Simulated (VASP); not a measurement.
# InP (Fm-3m) in VASP: notebook, part 2 of 2

VASP 6.6.1. The steps go on from the part before.

## Step 3: Vibrations by perturbation theory, PBEsol

This run uses another cell than the first one, of 17.12 Å³/atom, 0.877 times its volume.

INCAR

```
SYSTEM = InP
ALGO = Normal
EDIFF = 1E-8
ENCUT = 520
GGA = PS
IBRION = 8
ISIF = 2
ISMEAR = -1
LASPH = .TRUE.
LCHARG = .TRUE.
LREAL = .FALSE.
LWAVE = .FALSE.
NELM = 100
NSW = 1
PREC = Accurate
SIGMA = 0.15
```

KPOINTS

```
k-points
0
G
  14 14 14
  0 0 0
```

POSCAR

```
InP
1.0
    0.0000000000      2.5772686321      2.5772686321
    2.5772686321      0.0000000000      2.5772686321
    2.5772686321      2.5772686321      0.0000000000
In P
1 1
Direct
    0.0000000000      0.0000000000      0.0000000000
    0.5000000000      0.5000000000      0.5000000000
```

Potentials or basis: VASP PAW PBE potentials, release 64 (In_d, P).

On the command line:

```bash
$ cat potpaw_PBE.64/In_d/POTCAR potpaw_PBE.64/P/POTCAR > POTCAR
$ mpirun -np 1 vasp_std > vasp.out
```

OUTCAR:

```text
SYSTEM = InP
   EDIFF = 1E-8
   ENCUT = 520
   GGA = PS
   IBRION = 8
   ISIF = 2
   ISMEAR = -1
   LASPH = .TRUE.
   LREAL = .FALSE.
   NELM = 100
   NSW = 1
   PREC = Accurate

 ion  position               nearest neighbor table
   1  0.000  0.000  0.000-   2 2.58   2 2.58   2 2.58   2 2.58   2 2.58   2 2.58
   2  0.500  0.500  0.500-   1 2.58   1 2.58   1 2.58   1 2.58   1 2.58   1 2.58

  LATTYP: Found a face centered cubic cell.
 ALAT       =     5.1545372642

  Lattice vectors:

 A1 = (   0.0000000000,   2.5772686321,   2.5772686321)
 A2 = (   2.5772686321,   0.0000000000,   2.5772686321)
 A3 = (   2.5772686321,   2.5772686321,   0.0000000000)

Analysis of symmetry for initial positions (statically):
=====================================================================
 Subroutine PRICEL returns:
 Original cell was already a primitive cell.

 Routine SETGRP: Setting up the symmetry group for a
 face centered cubic supercell.

 Subroutine GETGRP returns: Found 48 space group operations
 (whereof 48 operations were pure point group operations)
 out of a pool of 48 trial point group operations.

The static configuration has the point symmetry O_h .

Analysis of symmetry for dynamics (positions and initial velocities):
=====================================================================
 Subroutine PRICEL returns:
 Original cell was already a primitive cell.

 Routine SETGRP: Setting up the symmetry group for a
 face centered cubic supercell.

 Subroutine GETGRP returns: Found 48 space group operations
 (whereof 48 operations were pure point group operations)
 out of a pool of 48 trial point group operations.

The dynamic configuration has the point symmetry O_h .

 Subroutine INISYM returns: Found 48 space group operations
 (whereof 48 operations are pure point group operations),
 and found     1 'primitive' translations

----------------------------------------------------------------------------------------

                                     Primitive cell

  volume of cell :      34.2381

  direct lattice vectors                    reciprocal lattice vectors
     0.000000000  2.577268632  2.577268632    -0.194003836  0.194003836  0.194003836
     2.577268632  0.000000000  2.577268632     0.194003836 -0.194003836  0.194003836
     2.577268632  2.577268632  0.000000000     0.194003836  0.194003836 -0.194003836

  length of vectors
     3.644808253  3.644808253  3.644808253     0.336024500  0.336024500  0.336024500

  position of ions in fractional coordinates (direct lattice)
     0.000000000  0.000000000  0.000000000
[... 141 lines left out ...]
      6      -3.9881      2.00000
      7       9.4041      1.93903
      8       9.4041      1.93903
      9       9.4041      1.93903
     10      12.3152      0.00000
     11      16.9772      0.00000
     12      16.9772      0.00000
     13      16.9772      0.00000
[... 354 lines left out ...]
  band No.  band energies     occupation
      1      -4.8571      2.00000
      2      -4.6700      2.00000
      3      -4.6595      2.00000
      4      -4.5528      2.00000
      5      -4.5166      2.00000
      6      -2.7287      2.00000
      7       5.7812      2.00000
      8       8.4942      1.99985
      9       9.0310      1.99478
     10      12.5530      0.00000
     11      14.7296      0.00000
     12      16.0521      0.00000
     13      16.7879      0.00000

 [... further k-points ...]

------------------------ aborting loop because EDIFF is reached ----------------------------------------

  FORCE on cell =-STRESS in cart. coord.  units (eV):
  Direction    XX          YY          ZZ          XY          YZ          ZX
  --------------------------------------------------------------------------------------
  -------------------------------------------------------------------------------------
  Total        4.7113399      4.7113399      4.7113399      0.0000000     -0.0000000      0.0000000
  in kB      220.4682035    220.4682035    220.4682035      0.0000000     -0.0000000      0.0000000
  external PRESSURE =     220.4682035 kB  Pullay stress =       0.0000000 kB

 VOLUME and BASIS-vectors are now :
 -----------------------------------------------------------------------------
  energy-cutoff  :      520.00
  volume of cell :       34.24
      direct lattice vectors                 reciprocal lattice vectors
     0.000000000  2.577268632  2.577268632    -0.194003836  0.194003836  0.194003836
     2.577268632  0.000000000  2.577268632     0.194003836 -0.194003836  0.194003836
     2.577268632  2.577268632  0.000000000     0.194003836  0.194003836 -0.194003836

 POSITION                                       TOTAL-FORCE (eV/Angst)
 -----------------------------------------------------------------------------------
      0.00000      0.00000      0.00000         0.000000      0.000000      0.000000
      2.57727      2.57727      2.57727        -0.000000     -0.000000     -0.000000
 -----------------------------------------------------------------------------------
    total drift:                               -0.000000     -0.000000     -0.000000

  FREE ENERGIE OF THE ION-ELECTRON SYSTEM (eV)
  ---------------------------------------------------
  free  energy   TOTEN  =        -8.4470025392 eV

  energy  without entropy=       -8.3906259748  energy(sigma->0) =       -8.41881426

[... ionic steps 2 to 3 ...]

--------------------------------------- Ionic step        4  -------------------------------------------

------------------------ aborting loop because EDIFF is reached ----------------------------------------

[... ionic steps 5 to 6 ...]

--------------------------------------- Ionic step        7  -------------------------------------------

 Free energy of the ion-electron system (eV)
  ---------------------------------------------------
  ---------------------------------------------------
  free energy    TOTEN  =        -0.04730313 eV

  energy without entropy =       -0.04730313

------------------------ aborting loop because EDIFF is reached ----------------------------------------

 INTERNAL STRAIN TENSOR  FOR ION    2  DIRECTION 1   (eV/Angst):
 -----------------------------------------------------------------------------
    -0.06489 -0.00000  0.00000
    -0.00000  0.03731  0.00000
    -0.00000  0.00000  0.03731

 INTERNAL STRAIN TENSOR FOR ION    2 for displacements in x,y,z  (eV/Angst):
          X           Y           Z          XY          YZ          ZX
  --------------------------------------------------------------------------------
  x     0.00000     0.00000     0.00000     0.00000     0.00000     0.00000
  y     0.00000     0.00000     0.00000     0.00000     0.00000     0.00000
  z     0.00000     0.00000     0.00000     0.00000     0.00000     0.00000

 SECOND DERIVATIVES (NOT SYMMETRIZED)
 ------------------------------------
               1X          1Y          1Z          2X          2Y          2Z
  1X    -6.570193    0.000000    0.000000    6.570193    0.000000    0.000000
  1Y     0.000000   -6.570193    0.000000    0.000000    6.570193    0.000000
  1Z     0.000000    0.000000   -6.570193    0.000000    0.000000    6.570193
  2X     6.524465    0.000000    0.000000   -6.524465    0.000000    0.000000
  2Y     0.000000    6.524465    0.000000    0.000000   -6.524465    0.000000
  2Z     0.000000    0.000000    6.524465    0.000000    0.000000   -6.524465

 Eigenvectors and eigenvalues of the dynamical matrix
 ----------------------------------------------------

   1 f  =    8.091129 THz    50.838061 2PiTHz  269.891004 cm-1    33.462205 meV
             X         Y         Z           dx          dy          dz
      0.000000  0.000000  0.000000     0.000000    0.462193    0.000000
      2.577269  2.577269  2.577269     0.000000   -0.886779    0.000000
[... 21 lines left out ...]
   6 f/i=    0.011581 THz     0.072764 2PiTHz    0.386293 cm-1     0.047894 meV
             X         Y         Z           dx          dy          dz
      0.000000  0.000000  0.000000     0.000000    0.000000    0.886779
      2.577269  2.577269  2.577269     0.000000    0.000000    0.462193

--------------------------------------------------------------------------------------------------------

 ELASTIC MODULI CONTR FROM IONIC RELAXATION (kBar)
 Direction    XX          YY          ZZ          XY          YZ          ZX
 --------------------------------------------------------------------------------
 XX           0.0000      0.0000      0.0000      0.0000      0.0000      0.0000
 YY           0.0000      0.0000      0.0000      0.0000      0.0000      0.0000
 ZZ           0.0000      0.0000      0.0000      0.0000      0.0000      0.0000
 XY           0.0000      0.0000      0.0000      0.0000      0.0000      0.0000
 YZ           0.0000      0.0000      0.0000      0.0000      0.0000      0.0000
 ZX           0.0000      0.0000      0.0000      0.0000      0.0000      0.0000
 --------------------------------------------------------------------------------
```

stdout:

```text
POSCAR found type information on POSCAR InP
 POSCAR found :  2 types and       2 ions
 scaLAPACK will be used
 -----------------------------------------------------------------------------
|                                                                             |
|                                                                             |
|     You enforced a specific xc type in the INCAR file but a different       |
|     I HOPE YOU KNOW WHAT YOU ARE DOING!                                     |
|                                                                             |
 -----------------------------------------------------------------------------

 LDA part: xc-table for (Slater+PW92), standard interpolation
 POSCAR, INCAR and KPOINTS ok, starting setup
 FFT: planning ... GRIDC
 FFT: planning ... GRID_SOFT
 FFT: planning ... GRID
 WAVECAR not read
 entering main loop
 Linear response reoptimize wavefunctions to high precision
 Linear response DOF=           2
 Linear response progress:
 first order change of Fermi-energy  -0.53371E-03
 force on displaced ion       1 direction 1 :  -6.570   0.000   0.000
 Linear response progress:
 first order change of Fermi-energy   0.16072E-02
 force on displaced ion       2 direction 1 :  -6.524   0.000   0.000
 Linear response finished
```

Run time: 4.8 min. Hardware: 1 thread of Intel Xeon Platinum 8488C (Sapphire Rapids), shared host; peak memory 0.38 GiB.

What came out:

```yaml
Highest_phonon_frequency_at_Γ_LO-TO_splitting_left_out: 270 cm⁻¹
```

Phonon frequencies in cm⁻¹ (negative: imaginary):
```
              q point        frequencies
(0.000, 0.000, 0.000)  0 0 0 270 270 270
```

Caveat: the cell wasn't relaxed at this level first, which shifts response properties; the PAW data sets were made with another functional, which shifts forces and pressure a little; spin-orbit coupling is left out, which moves the levels of the heavy elements.
